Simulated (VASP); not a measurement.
# AgCl (P2_1/m) in VASP: further runs, part 2 of 3

VASP 6.6.1. The steps go on from the part before.

**4. Single point, PBEsol**

Input file INCAR:

```
SYSTEM = AgCl
  ALGO = Normal
  EDIFF = 1E-6
  ENCUT = 520
  GGA = PS
  ISIF = 2
  ISMEAR = 0
  LASPH = .True.
  LCHARG = .True.
  LELF = .True.
  LREAL = .False.
  LVHAR = .True.
  LWAVE = .False.
  NBANDS = 26
  NELM = 60
  PREC = Accurate
  SIGMA = 0.01
```

Input file KPOINTS:

```
k-points
0
Gamma
  4 4 4
  0 0 0
```

Input file POSCAR:

```
AgCl
1.0
    3.5300000000      0.0000000000      0.0000000000
    0.0000000000      4.0110000000      0.0000000000
   -0.9725508841      0.0000000000      5.1520087129
Ag Cl
2 2
Direct
    0.1570000000      0.2500000000      0.2100000000
    0.8430000000      0.7500000000      0.7900000000
    0.3080000000      0.2500000000      0.7050000000
    0.6920000000      0.7500000000      0.2950000000
```

Started as:

```sh
$ cat potpaw_PBE.64/Ag/POTCAR potpaw_PBE.64/Cl/POTCAR > POTCAR
$ mpirun -np 1 vasp_std > vasp.out
```

Wall time 42 s (1 thread of Intel Xeon 8259CL, shared host); peak memory 0.2 GiB.

The run converged. Its results:

```yaml
Free_energy: -11.8975 eV
Pressure: 4.6 GPa
Largest_force: 0.839 eV/Å
Band_gap_on_the_k_mesh: 0.61 eV (least direct gap 2.27 eV)
```

Forces on the atoms (eV/Å):
```
Ag   0.016  0.000 -0.539
Ag  -0.016  0.000  0.539
Cl   0.014  0.000  0.839
Cl  -0.014  0.000 -0.839
```

Stress tensor (GPa, compression positive):
```
4.90 0.00 0.25
0.00 3.72 0.00
0.25 0.00 5.32
```

Levels at points of the mesh, in eV from the valence-band top:
```
           k point  band 15  band 16  band 17  band 18  band 19  band 20  band 21  band 22
(0.00, 0.00, 0.00)    -2.19    -1.81    -1.78    -1.66     0.61     3.00     7.77     9.15
(0.50, 0.00, 0.00)    -1.64    -1.21    -0.13    -0.01     3.65     5.14     5.21     6.92
(0.00, 0.50, 0.00)    -1.37    -1.37    -0.23    -0.23     4.50     4.50     6.41     6.41
(0.50, 0.50, 0.00)    -2.13    -2.13    -1.51    -1.51     2.69     2.69     7.09     7.09
(0.00, 0.00, 0.50)    -2.04    -1.78    -1.34    -1.20     3.20     4.49     6.01     8.00
(0.50, 0.00, 0.50)    -0.36    -0.25    -0.12     0.00     2.64     4.53     5.98     6.36
(0.00, 0.50, 0.50)    -0.28    -0.28    -0.09    -0.09     3.57     3.57     7.65     7.65
(0.50, 0.50, 0.50)    -1.84    -1.84    -1.26    -1.26     4.02     4.02     7.53     7.53
```

Caveat: the k points lie up to 0.45 Å⁻¹ apart; semilocal functionals underestimate gaps, and a narrow one can read as zero; the PAW data sets were made with another functional, which shifts forces and pressure a little. A k mesh can miss the band edges.

**5. Single point, PBEsol**

Input file INCAR:

```
PREC     = Accurate       # precision mode
ENCUT    = 520            # plane-wave cutoff, eV
EDIFF    = 1E-6           # SCF threshold, eV
ISMEAR   = 0              # smearing method
SIGMA    = 0.01           # smearing width, eV
LREAL    = False          # projectors in reciprocal space
LASPH    = True           # aspherical terms in the spheres
NELM     = 80             # most SCF steps
ALGO     = Normal         # electronic algorithm
ISIF     = 2              # what is computed and relaxed
LWAVE    = False          # write WAVECAR
LCHARG   = False          # write CHGCAR
GGA      = PS             # functional
NBANDS   = 26             # bands
```

Input file KPOINTS:

```
Automatic mesh
0
Gamma
  6 6 4
```

POSCAR is that of step 4.

Started as:

```sh
$ cat potpaw_PBE.64/Ag/POTCAR potpaw_PBE.64/Cl/POTCAR > POTCAR
$ mpirun -np 1 vasp_std > vasp.out
```

Wall time 74 s (1 thread of Intel Xeon 8259CL, shared host); peak memory 0.23 GiB.

It converged, with:

```
Free energy            : -11.9078 eV
Pressure               : 4.6 GPa
Largest force          : 0.846 eV/Å
Band gap on the k mesh : 0.61 eV (least direct gap 2.27 eV)
```

Forces on the atoms (eV/Å):
```
Ag   0.015  0.000 -0.535
Ag  -0.015  0.000  0.535
Cl   0.016  0.000  0.846
Cl  -0.016  0.000 -0.846
```

Stress tensor (GPa, compression positive):
```
4.72 0.00 0.24
0.00 3.65 0.00
0.24 0.00 5.41
```

Levels at points of the mesh, in eV from the valence-band top:
```
           k point  band 16  band 17  band 18  band 19  band 20  band 21
(0.00, 0.00, 0.00)    -1.81    -1.78    -1.66     0.61     3.01     7.77
(0.50, 0.00, 0.00)    -1.20    -0.13    -0.01     3.65     5.14     5.21
(0.00, 0.50, 0.00)    -1.37    -0.23    -0.23     4.50     4.50     6.42
(0.50, 0.50, 0.00)    -2.12    -1.51    -1.51     2.70     2.70     7.09
(0.00, 0.00, 0.50)    -1.78    -1.34    -1.20     3.20     4.49     6.02
(0.50, 0.00, 0.50)    -0.25    -0.12     0.00     2.64     4.53     5.98
(0.00, 0.50, 0.50)    -0.28    -0.09    -0.09     3.58     3.58     7.65
(0.50, 0.50, 0.50)    -1.84    -1.25    -1.25     4.02     4.02     7.53
```

Caveat: the cell stands under pressure; semilocal functionals underestimate gaps, and a narrow one can read as zero; the PAW data sets were made with another functional, which shifts forces and pressure a little.

**6. Single point, PBEsol**

Input file INCAR:

```
ALGO = Normal
EDIFF = 1E-6
ENCUT = 520
GGA = PS
ISIF = 2
ISMEAR = 0
LASPH = True
LCHARG = True
LELF = True
LREAL = False
LVHAR = True
LWAVE = False
NBANDS = 26
NELM = 100
PREC = Accurate
SIGMA = 0.01
```

Input file KPOINTS:

```
k-points
0
Gamma
  8 6 6
```

POSCAR is that of step 5.

Potentials or basis: VASP PAW PBE potentials, release 64 (Ag, Cl).

Started as:

```sh
$ cat potpaw_PBE.64/Ag/POTCAR potpaw_PBE.64/Cl/POTCAR > POTCAR
$ mpirun -np 1 vasp_std > vasp.out
```

OUTCAR:

```text
EDIFF = 1E-6
   ENCUT = 520
   GGA = PS
   ISIF = 2
   ISMEAR = 0
   LASPH = True
   LREAL = False
   NELM = 100
   PREC = Accurate

 ion  position               nearest neighbor table
   1  0.157  0.250  0.210-   3 2.55   4 2.68   4 2.68   4 2.73   4 2.73   3 2.80   2 3.03   2 3.03

   2  0.843  0.750  0.790-   4 2.55   3 2.68   3 2.68   3 2.73   3 2.73   4 2.80   1 3.03   1 3.03

   3  0.308  0.250  0.705-   1 2.55   2 2.68   2 2.68   2 2.73   2 2.73   1 2.80
   4  0.692  0.750  0.295-   2 2.55   1 2.68   1 2.68   1 2.73   1 2.73   2 2.80

  LATTYP: Found a simple monoclinic cell.
 ALAT       =     3.5300000000
 B/A-ratio  =     1.1362606232
 C/A-ratio  =     1.4852691218
 COS(beta)  =    -0.1854951143

  Lattice vectors:

 A1 = (   3.5300000000,   0.0000000000,   0.0000000000)
 A2 = (   0.0000000000,   4.0110000000,   0.0000000000)
 A3 = (  -0.9725508841,   0.0000000000,   5.1520087129)

Analysis of symmetry for initial positions (statically):
=====================================================================
 Subroutine PRICEL returns:
 Original cell was already a primitive cell.

 Routine SETGRP: Setting up the symmetry group for a
 simple monoclinic supercell.

 Subroutine GETGRP returns: Found  4 space group operations
 (whereof  2 operations were pure point group operations)
 out of a pool of  4 trial point group operations.

The static configuration has the point symmetry S_2 .
 The point group associated with its full space group is C_2h.

Analysis of symmetry for dynamics (positions and initial velocities):
=====================================================================
 Subroutine PRICEL returns:
 Original cell was already a primitive cell.

 Routine SETGRP: Setting up the symmetry group for a
 simple monoclinic supercell.

 Subroutine GETGRP returns: Found  4 space group operations
 (whereof  2 operations were pure point group operations)
 out of a pool of  4 trial point group operations.

The dynamic configuration has the point symmetry S_2 .
 The point group associated with its full space group is C_2h.

 Subroutine INISYM returns: Found  4 space group operations
 (whereof  2 operations are pure point group operations),
 and found     1 'primitive' translations

----------------------------------------------------------------------------------------

                                     Primitive cell

  volume of cell :      72.9464

  direct lattice vectors                    reciprocal lattice vectors
     3.530000000  0.000000000  0.000000000     0.283286119  0.000000000  0.053476262
     0.000000000  4.011000000  0.000000000     0.000000000  0.249314385  0.000000000
    -0.972550884  0.000000000  5.152008713     0.000000000  0.000000000  0.194099051

  length of vectors
     3.530000000  4.011000000  5.243000000     0.288289326  0.249314385  0.194099051

  position of ions in fractional coordinates (direct lattice)
     0.157000000  0.250000000  0.210000000
     0.843000000  0.750000000  0.790000000
     0.308000000  0.250000000  0.705000000
     0.692000000  0.750000000  0.295000000

  ion indices of the primitive-cell ions
[... 26 lines left out ...]

 Subroutine IBZKPT returns following result:
 ===========================================

 Found    104 irreducible k-points:

 Following reciprocal coordinates:
            Coordinates               Weight
  0.000000  0.000000  0.000000      1.000000
  0.125000  0.000000 -0.000000      2.000000
  0.250000  0.000000 -0.000000      2.000000
  0.375000  0.000000  0.000000      2.000000
  0.500000  0.000000 -0.000000      1.000000
  0.000000  0.166667  0.000000      2.000000
[... 16 lines left out ...]
  0.250000  0.000000  0.166667      2.000000
  0.375000  0.000000  0.166667      2.000000
 [... further k-points ...]
   k-points           NKPTS =    104   k-points in BZ     NKDIM =    104   number of bands    NBANDS=     26
   number of dos      NEDOS =    301   number of ions     NIONS =      4
   total plane-waves  NPLWV =  33600
   dimension x,y,z NGX =    28 NGY =   30 NGZ =   40
   dimension x,y,z NGXF=    56 NGYF=   60 NGZF=   80
   ions per type =               2   2
   NGX,Y,Z   is equivalent  to a cutoff of  13.19, 12.43, 12.68 a.u.
   NGXF,Y,Z  is equivalent  to a cutoff of  26.37, 24.87, 25.37 a.u.
 SYSTEM =  unknown system
   PREC   = accura    normal or accurate (medium, high low for compatibility)
   ISTART =      0    job   : 0-new  1-cont  2-samecut
   ICHARG =      2    charge: 1-file 2-atom 10-const
   ISPIN  =      1    spin polarized calculation?
   LNONCOLLINEAR =      F non collinear calculations
   LSORBIT =      F    spin-orbit coupling
   LASPH  =      T    aspherical Exc in radial PAW
   ENCUT  =  520.0 eV  38.22 Ry    6.18 a.u.   6.56  7.46  9.75*2*pi/ulx,y,z
   NELM   =    100;   NELMIN=  2; NELMDL= -5     # of ELM steps
   EDIFF  = 0.1E-05   stopping-criterion for ELM
   LREAL  =      F    real-space projection
   EDIFFG = 0.1E-04   stopping-criterion for IOM
   NSW    =      0    number of steps for IOM
   IBRION =     -1    ionic relax: 0-MD 1-quasi-New 2-CG
   NFREE  =      0    steps in history (QN), initial steepest desc. (CG)
   ISIF   =      2    stress and relaxation
   ISYM   =      2    0-nonsym 1-usesym 2-fastsym
   POTIM  = 0.5000    time-step for ionic-motion
   TEBEG  =    0.0;   TEEND  =   0.0 temperature during run
   PSTRESS=    0.0 pullay stress
   NELECT =      36.0000    total number of electrons
   NUPDOWN=      -1.0000    fix difference up-down
   EMIN   =  10.00;   EMAX   =-10.00  energy-range for DOS
   EFERMI =   0.00;   METHOD = LEGACY
   ISMEAR =     0;   SIGMA  =   0.01  broadening in eV -4-tet -1-fermi 0-gaus
   EFERMI_NEDOS =   21; number of points for ismear=-14 and -15
   IALGO  =     38    algorithm
   IMIX   =      4    mixing-type and parameters
     AMIX     =   0.40;   BMIX     =  1.00
     AMIX_MAG =   1.60;   BMIX_MAG =  1.00
  volume/ion in A,a.u.               =      18.24       123.07
  Fermi-wavevector in a.u.,A,eV,Ry     =   1.293722  2.444780 22.772302  1.673717
  Thomas-Fermi vector in A             =   2.425350
   LORBIT       =      0    0 simple, 1 ext, 2 COOP (PROOUT), +10 PAW based schemes
   GGA     = PS    functional components
   LHFCALC =     F    Hartree Fock is set to
   AEXX    =    0.0000 exact exchange contribution
   IVDW    =     0    specifies the selected vdW correction
   LEPSILON=     F    determine dielectric tensor
   LRPA    =     F    only Hartree local field effects (RPA)
 non-spin polarized calculation
 Gauss-broadening in eV      SIGMA  =   0.01
  energy-cutoff  :      520.00
  volume of cell :       72.95
 maximum number of plane-waves:      1984
 NGX is ok and might be reduce to    28
   NGX = 13   NGY = 15   NGZ = 19

 number of electron      35.9999993 magnetization

 Free energy of the ion-electron system (eV)
  ---------------------------------------------------
  ext. energy  EPLUGINS =         0.00000000
  ---------------------------------------------------
  free energy    TOTEN  =       -11.90827341 eV

  energy without entropy =      -11.90827341  energy(sigma->0) =      -11.90827341

 E-fermi :   5.5771     XC(G=0): -11.1007

 val. band max:        5.4657349380   @ k =   0.5000   0.0000   0.5000
 cond. band min:       6.0747082366   @ k =   0.0000   0.0000   0.0000
 fundamental gap:      0.6089732986
 Fermi energy:         5.5771010765

 k-point     1 :       0.0000    0.0000    0.0000
  band No.  band energies     occupation
      1     -10.3315      2.00000
      2      -9.4045      2.00000
      3       0.1028      2.00000
      4       1.1470      2.00000
      5       1.8172      2.00000
      6       2.0668      2.00000
[... 685 lines left out ...]
     25      14.8468      0.00000
     26      15.6420      0.00000

 [... further k-points ...]

------------------------ aborting loop because EDIFF is reached ----------------------------------------

  FORCE on cell =-STRESS in cart. coord.  units (eV):
  Direction    XX          YY          ZZ          XY          YZ          ZX
  --------------------------------------------------------------------------------------
  -------------------------------------------------------------------------------------
  Total        2.1450360      1.6636674      2.4650722      0.0000000      0.0000000      0.1073143
  in kB       47.1130492     36.5403864     54.1422472      0.0000000      0.0000000      2.3570243
  external PRESSURE =      45.9318942 kB  Pullay stress =       0.0000000 kB

 VOLUME and BASIS-vectors are now :
 -----------------------------------------------------------------------------
  energy-cutoff  :      520.00
  volume of cell :       72.95
      direct lattice vectors                 reciprocal lattice vectors
     3.530000000  0.000000000  0.000000000     0.283286119  0.000000000  0.053476262
     0.000000000  4.011000000  0.000000000     0.000000000  0.249314385  0.000000000
    -0.972550884  0.000000000  5.152008713     0.000000000  0.000000000  0.194099051

 POSITION                                       TOTAL-FORCE (eV/Angst)
 -----------------------------------------------------------------------------------
      0.34997      1.00275      1.08192         0.015311      0.000000     -0.534269
      2.20747      3.00825      4.07009        -0.015311     -0.000000      0.534269
      0.40159      1.00275      3.63217         0.015866     -0.000000      0.845374
      2.15586      3.00825      1.51984        -0.015866     -0.000000     -0.845374
 -----------------------------------------------------------------------------------
    total drift:                               -0.000000     -0.000000      0.000000

  FREE ENERGIE OF THE ION-ELECTRON SYSTEM (eV)
  ---------------------------------------------------
  free  energy   TOTEN  =       -11.9082734132 eV

  energy  without entropy=      -11.9082734132  energy(sigma->0) =      -11.90827341
```

OSZICAR:

```text
N       E                     dE             d eps       ncg     rms          rms(c)
DAV:   1     0.239442606456E+03    0.23944E+03   -0.17918E+04  5408   0.131E+03
DAV:   2     0.377659517628E+00   -0.23906E+03   -0.22787E+03  5992   0.292E+02
DAV:   3    -0.122230254861E+02   -0.12601E+02   -0.12503E+02  6514   0.686E+01
DAV:   4    -0.123483175246E+02   -0.12529E+00   -0.12518E+00  6056   0.743E+00
DAV:   5    -0.123498523699E+02   -0.15348E-02   -0.15348E-02  6362   0.846E-01    0.128E+01
DAV:   6    -0.119152137718E+02    0.43464E+00   -0.10497E+00  5916   0.113E+01    0.863E+00
DAV:   7    -0.119142610978E+02    0.95267E-03   -0.28258E-01  5686   0.296E+00    0.288E+00
DAV:   8    -0.119085470345E+02    0.57141E-02   -0.13789E-02  5694   0.111E+00    0.633E-01
DAV:   9    -0.119082459396E+02    0.30109E-03   -0.38647E-03  6294   0.545E-01    0.697E-02
DAV:  10    -0.119082602500E+02   -0.14310E-04   -0.10102E-04  6096   0.776E-02    0.416E-02
DAV:  11    -0.119082724233E+02   -0.12173E-04   -0.13490E-05  5774   0.311E-02    0.115E-02
DAV:  12    -0.119082734132E+02   -0.98996E-06   -0.19935E-06  4268   0.167E-02
   1 F= -.11908273E+02 E0= -.11908273E+02  d E =-.268547E-58
```

stdout:

```text
POSCAR found type information on POSCAR AgCl
 POSCAR found :  2 types and       4 ions
 scaLAPACK will be used
 -----------------------------------------------------------------------------
|                                                                             |
|                                                                             |
|     You enforced a specific xc type in the INCAR file but a different       |
|     I HOPE YOU KNOW WHAT YOU ARE DOING!                                     |
|                                                                             |
 -----------------------------------------------------------------------------

 LDA part: xc-table for (Slater+PW92), standard interpolation
 POSCAR, INCAR and KPOINTS ok, starting setup
 FFT: planning ... GRIDC
 FFT: planning ... GRID_SOFT
 FFT: planning ... GRID
 WAVECAR not read
 entering main loop
```

It took 2.1 min on 1 thread of Intel Xeon 8259CL, shared host; peak memory 0.29 GiB.

What came out:

```
Free energy            : -11.9083 eV
Pressure               : 4.6 GPa
Largest force          : 0.846 eV/Å
Band gap on the k mesh : 0.61 eV (least direct gap 2.27 eV)
```

Forces on the atoms (eV/Å):
```
Ag   0.015  0.000 -0.534
Ag  -0.015  0.000  0.534
Cl   0.016  0.000  0.845
Cl  -0.016  0.000 -0.845
```

Levels at points of the mesh, in eV from the valence-band top:
```
           k point  band 16  band 17  band 18  band 19  band 20  band 21
(0.00, 0.00, 0.00)    -1.81    -1.78    -1.66     0.61     3.01     7.78
(0.50, 0.00, 0.00)    -1.20    -0.13    -0.01     3.65     5.14     5.21
(0.00, 0.50, 0.00)    -1.37    -0.23    -0.23     4.50     4.50     6.42
(0.50, 0.50, 0.00)    -2.12    -1.51    -1.51     2.70     2.70     7.09
(0.00, 0.00, 0.50)    -1.78    -1.34    -1.20     3.20     4.49     6.02
(0.50, 0.00, 0.50)    -0.25    -0.12     0.00     2.64     4.53     5.98
(0.00, 0.50, 0.50)    -0.28    -0.09    -0.09     3.58     3.58     7.65
(0.50, 0.50, 0.50)    -1.83    -1.25    -1.25     4.02     4.02     7.53
```

Caveat: the cell stands under pressure; semilocal functionals underestimate gaps, and a narrow one can read as zero; the PAW data sets were made with another functional, which shifts forces and pressure a little. A k mesh can miss the band edges.

(Part 2 of 3 ends here.)
